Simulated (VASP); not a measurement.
Runs of VASP 6.6.1 on Ti. The structure is that of space group P6/mmm (No. 191), or close to it. The cells are those of the table. This isn't the form of Ti at room conditions, which is hcp.

| task | cell | cutoff (eV) | gap on the mesh (eV) | pressure (GPa) |
| --- | --- | --- | --- | --- |
| single point | a = 4.568, b = 4.568, c = 2.826 Å, angles 90.0, 90.0, 120.0°, 3 atoms | 520 | none | 0.4 |
| relaxation of cell and atoms | relaxed to 8 GPa from a = 4.600, b = 4.600, c = 2.820 Å, angles 90.0, 90.0, 120.0°, 3 atoms | 600 | none | 8.0 |
| single point | a = 4.541, b = 4.541, c = 2.812 Å, angles 90.0, 90.0, 120.0°, 3 atoms | 520 | none | (a) |
| single point | a = 4.517, b = 4.517, c = 2.798 Å, angles 90.0, 90.0, 120.0°, 3 atoms | 520 | none | 4.5 |
| single point | a = 4.472, b = 4.472, c = 2.774 Å, angles 90.0, 90.0, 120.0°, 3 atoms | 520 | none | (b) |
| single point | a = 4.494, b = 4.494, c = 2.786 Å, angles 90.0, 90.0, 120.0°, 3 atoms | 520 | none | 6.5 |

Alike in all rows: level r2SCAN; potentials or basis VASP PAW PBE potentials, release 64 (Ti_sv); no spin polarisation; k mesh 8 × 8 × 11; smearing fermi-dirac 0.1 eV.

Question: Fill in the values left out.

Answer: (a) 2.5; (b) 8.5.

Caveats: the PAW data sets were made with another functional, which shifts forces and pressure a little; the cell stands under pressure (at least some runs); the cell is relaxed towards a set pressure, so the run minimises the enthalpy, not the energy (at least some runs).

A gap of «none» marks levels without a gap at the run's occupations.
